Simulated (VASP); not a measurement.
TaAg2F6, 9 atoms in the cell. It takes space group Fm-3m (No. 225, cubic). The conventional cell has a = 7.767 Å, b = 7.767 Å, c = 7.767 Å, α = 90.00°, β = 90.00°, γ = 90.00°. Within 2.6 Å of Ta (site symmetry m-3m) lie 6 F at 1.94 Å. Within 3.6 Å of Ag (site symmetry -43m) lie 12 F at 2.75 Å and 4 Ta at 3.36 Å. Within 2.6 Å of F (site symmetry 4mm) lie 1 Ta at 1.94 Å.  This cell differs from its parent crystal: atoms taken out.

- Program: VASP 6.6.1
- Task: relaxation of cell and atoms
- Functional: PBE
- Potentials or basis: VASP PAW PBE potentials, release 64 (Ta_pv, Ag, F)
- Cutoff: 600 eV
- k mesh: 4 × 4 × 4
- Occupations: gaussian, width 0.1 eV
- Spin: no spin polarisation
- Dipole correction: no
- Further INCAR settings: ALGO = Normal; EDIFF = 1e-06; IBRION = 2; EDIFFG = -0.04; NSW = 90; ISIF = 3

Potentials or basis: VASP PAW PBE potentials, release 64 (Ta_pv, Ag, F).

Command:

```bash
$ cat potpaw_PBE.64/Ta_pv/POTCAR potpaw_PBE.64/Ag/POTCAR potpaw_PBE.64/F/POTCAR > POTCAR
$ mpirun -np 1 vasp_std > vasp.out
```

Hardware: 1 thread of Oxide Virtual Turin-like Processor, on a shared host.

Task: Estimate the wall time of this run.

Result: Run time: 8.4 min on 1 thread of Oxide Virtual Turin-like Processor, with other jobs on the host, peak memory 0.32 GiB. Counts: scf iterations 74, k points 8, ion steps 7.
